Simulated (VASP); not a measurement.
# MgCd3O (P4mm) in VASP: further runs, part 2 of 2

VASP 6.6.1.

## (3) Relaxation of cell and atoms, PBE

This run uses another cell than the first one, of 20.44 Å³/atom.

File INCAR:

```
  PREC = Accurate
  ENCUT = 600
  EDIFF = 1E-7
  ISMEAR = 0
  SIGMA = 0.1
  LREAL = False
  LASPH = True
  NELM = 120
  ALGO = Normal
  ISIF = 3
  LWAVE = False
  LCHARG = False
  GGA = PE
  IBRION = 2
  NSW = 100
  EDIFFG = -0.01
  GGA_COMPAT = False
  NELMIN = 4
```

File KPOINTS:

```
regular mesh
0
Gamma
  10 10 8
```

File POSCAR:

```
MgCd3O
1.0
    4.3350060498      0.0000000000      0.0000000000
    0.0000000000      4.3350060498      0.0000000000
    0.0000000000      0.0000000000      5.4374307311
Mg Cd O
1 3 1
Direct
    0.0000000000      0.0000000000      0.0416798682
    0.5000000000      0.5000000000      0.0780968456
    0.0000000000      0.5000000000      0.4886265749
    0.5000000000      0.0000000000      0.4886265749
    0.5000000000      0.5000000000      0.6708701363
```

Potentials or basis: VASP PAW PBE potentials, release 64 (Mg, Cd, O).

Run with:

```
$ cat potpaw_PBE.64/Mg/POTCAR potpaw_PBE.64/Cd/POTCAR potpaw_PBE.64/O/POTCAR > POTCAR
$ mpirun -np 1 vasp_std > vasp.out
```

OUTCAR:

```text
PREC = Accurate
   ENCUT = 600
   EDIFF = 1E-7
   ISMEAR = 0
   LREAL = False
   LASPH = True
   NELM = 120
   ISIF = 3
   GGA = PE
   IBRION = 2
   NSW = 100
   EDIFFG = -0.01
   NELMIN = 4

 ion  position               nearest neighbor table
   1  0.000  0.000  0.042-   2 3.07   2 3.07   2 3.07   2 3.07   3 3.26   4 3.26   4 3.26   3 3.26
                             3 3.71   4 3.71   4 3.71   3 3.71
   2  0.500  0.500  0.078-   5 2.21   1 3.07   1 3.07   1 3.07   1 3.07   4 3.11   3 3.11   3 3.11
                             4 3.11
   3  0.000  0.500  0.489-   5 2.38   5 2.38   4 3.07   4 3.07   4 3.07   4 3.07   2 3.11   2 3.11
                             1 3.26   1 3.26   1 3.71   1 3.71
   4  0.500  0.000  0.489-   5 2.38   5 2.38   3 3.07   3 3.07   3 3.07   3 3.07   2 3.11   2 3.11
                             1 3.26   1 3.26   1 3.71   1 3.71
   5  0.500  0.500  0.671-   2 2.21   3 2.38   4 2.38   4 2.38   3 2.38

  LATTYP: Found a simple tetragonal cell.
 ALAT       =     4.3350060498
 C/A-ratio  =     1.2543075301

  Lattice vectors:

 A1 = (   4.3350060498,   0.0000000000,   0.0000000000)
 A2 = (   0.0000000000,   4.3350060498,   0.0000000000)
 A3 = (   0.0000000000,   0.0000000000,   5.4374307311)

[... 183 lines left out ...]

------------------------ aborting loop because EDIFF is reached ----------------------------------------

  FORCE on cell =-STRESS in cart. coord.  units (eV):
  Direction    XX          YY          ZZ          XY          YZ          ZX
  --------------------------------------------------------------------------------------
  -------------------------------------------------------------------------------------
  Total        0.2209172      0.2209172      0.1767319      0.0000000      0.0000000      0.0000000
  in kB        3.4639132      3.4639132      2.7711010      0.0000000      0.0000000      0.0000000
  external PRESSURE =       3.2329758 kB  Pullay stress =       0.0000000 kB
[... 143 lines left out ...]
--------------------------------------- Ionic step        5  -------------------------------------------

 number of electron      43.9999986 magnetization

 Free energy of the ion-electron system (eV)
  ---------------------------------------------------
  ext. energy  EPLUGINS =         0.00000000
  ---------------------------------------------------
  free energy    TOTEN  =        -9.65256484 eV

  energy without entropy =       -9.64609095  energy(sigma->0) =       -9.64932790

 E-fermi :   2.4551     XC(G=0): -10.0426

 val. band max:        2.4360094251   @ k =   0.3000   0.2000   0.0000
 cond. band min:       2.4597518965   @ k =   0.4000   0.2000   0.1250
 fundamental gap:      0.0237424714
 Fermi energy:         2.4551265727

 k-point     1 :       0.0000    0.0000    0.0000
  band No.  band energies     occupation
      1     -15.6740      2.00000
      2      -6.9555      2.00000
      3      -6.8264      2.00000
      4      -6.8264      2.00000
      5      -6.7252      2.00000
      6      -6.6600      2.00000
[... 685 lines left out ...]
     25       5.1847      0.00000
     26       6.0940      0.00000

 [... further k-points ...]
[... 5 lines left out ...]
  --------------------------------------------------------------------------------------
  -------------------------------------------------------------------------------------
  Total        0.0081661      0.0081661     -0.0017531      0.0000000      0.0000000     -0.0000000
  in kB        0.1274427      0.1274427     -0.0273596      0.0000000      0.0000000     -0.0000000
  external PRESSURE =       0.0758420 kB  Pullay stress =       0.0000000 kB
[... 20 lines left out ...]
  FREE ENERGIE OF THE ION-ELECTRON SYSTEM (eV)
  ---------------------------------------------------
  free  energy   TOTEN  =        -9.6525648394 eV

  energy  without entropy=       -9.6460909528  energy(sigma->0) =       -9.64932790

 reached required accuracy - stopping structural energy minimisation
```

Wall time 8.3 min (1 thread of AMD EPYC 9R45 (Zen 5), shared host); peak memory 0.46 GiB.

Results:

```
Free energy                           : -9.6526 eV
Relaxed volume                        : 20.53 Å³/atom
Relaxed cell                          : a = 4.346 Å, b = 4.346 Å, c = 5.436 Å, α = 90.00°, β = 90.00°, γ = 90.00°
Space group after relaxing (to 0.1 Å) : P4mm (No. 99)
Energy gained by relaxing             : 0.3 meV/atom
Ionic steps                           : 5
Pressure after relaxing               : 0.0 GPa
Largest force after relaxing          : 0.007 eV/Å
Band gap on the k mesh                : zero (bands 22 and 23 overlap by 3.03 eV)
```

Forces on the atoms (eV/Å):
```
Mg   0.000  0.000  0.002
Cd   0.000  0.000 -0.007
Cd   0.000  0.000  0.000
Cd   0.000  0.000  0.000
O    0.000  0.000  0.005
```

The path:
```csv
step,energy change (eV),largest force (eV/Å),pressure (GPa),volume (Å³)
1,0.0000,0.0754,0.32,102.18
2,-0.0009,0.0276,-0.03,102.79
3,-0.0009,0.0262,-0.06,102.84
4,-0.0011,0.0189,-0.04,102.79
5,-0.0013,0.0069,0.01,102.66
```

Final structure:
```
Mg Cd O
1.0
     4.34591    0.00000    0.00000
     0.00000    4.34591    0.00000
     0.00000    0.00000    5.43563
Mg Cd O
1 3 1
Cartesian
  0.0000 0.0000 0.2314
  2.1730 2.1730 0.4336
  4.3459 2.1730 2.6483
  2.1730 0.0000 2.6483
  2.1730 2.1730 3.6479
```

The gap in the log of VASP goes by the Fermi energy; the results here count the filled bands.